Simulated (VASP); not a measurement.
Here is a VASP 6.6.1 calculation.

The input INCAR:

```
ALGO = Normal
EDIFF = 1E-6
ENCUT = 520
GGA = PS
ISIF = 2
ISMEAR = 0
LASPH = T
LCHARG = F
LREAL = F
LWAVE = F
NBANDS = 28
NELM = 100
PREC = Accurate
SIGMA = 0.02
```

KPOINTS

```
k-points
0
Gamma
  6 6 2
```

The input POSCAR:

```
PbS
1.0
    2.9828237909     -2.9853071100      0.0000000000
    2.9828237909      2.9853071100      0.0000000000
   -2.0983282922      0.0000000000     22.2066715542
Pb S
2 2
Direct
    0.7325607200      0.7221167300      0.9356984400
    0.2628094440      0.2825131060      0.0643015600
    0.2459456800      0.2157896700      0.9443729600
    0.7842103300      0.7540543200      0.0556270400
```

Potentials or basis: VASP PAW PBE potentials, release 64 (Pb_d, S).

Command:

```sh
$ cat potpaw_PBE.64/Pb_d/POTCAR potpaw_PBE.64/S/POTCAR > POTCAR
$ mpirun -np 1 vasp_std > vasp.out
```

(1) Estimate the band gap on the k mesh.

(2) Estimate the largest force.

Results:

(1) 2.05 eV, indirect (least direct gap 2.12 eV).

(2) 0.169 eV/Å.

Caveat: the cell differs from its parent crystal (one atom moved); the PAW data sets were made with another functional, which shifts forces and pressure a little; spin-orbit coupling is left out, which moves the levels of the heavy elements.
